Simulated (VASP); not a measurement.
**SiC: single point with r2SCAN**

SiC:

```xyz
2
Lattice="0.0000 2.0692 2.0692 2.0692 0.0000 2.0692 2.0692 2.0692 0.0000" Properties=species:S:1:pos:R:3 pbc="T T T"
Si    0.0000    0.0000    0.0000
C     3.1039    3.1039    3.1039
```

This cell differs from its parent crystal: strain -0.050 along x and y, -0.050 along z.

```yaml
Program: VASP 6.6.1
Task: single point
Functional: r2SCAN
Potentials_or_basis: VASP PAW PBE potentials, release 64 (Si, C)
Cutoff: 520 eV
k_mesh: 10 × 10 × 10
Occupations: gaussian, width 0.05 eV
Spin: no spin polarisation
Dipole_correction: no
Further_INCAR_settings: ALGO = Normal; EDIFF = 1e-06; NBANDS = 11
```

| Quantity | Value |
| --- | --- |
| Pressure | 46.6 GPa |
| Band gap on the k mesh | 1.61 eV, indirect (least direct gap 5.24 eV) |

Levels at points of the mesh, in eV from the valence-band top:
```csv
k point,band 1,band 2,band 3,band 4,band 5,band 6,band 7,band 8,band 9
"(0.00, 0.00, 0.00)",-17.46,0.00,0.00,0.00,8.82,9.10,9.10,9.10,16.22
"(0.50, 0.00, 0.00)",-13.22,-9.72,-1.13,-1.13,7.56,8.46,8.46,11.92,19.64
"(0.50, 0.50, 0.00)",-11.59,-8.58,-3.63,-3.63,1.61,5.48,17.13,17.13,18.39
```

Wall time 33 s on 1 thread of Intel Xeon 8259CL, with other jobs on the host, peak memory 0.14 GiB.

Caveat: the cell differs from its parent crystal (strain -0.050 along x and y, -0.050 along z); the PAW data sets were made with another functional, which shifts forces and pressure a little. A k mesh can miss the band edges.
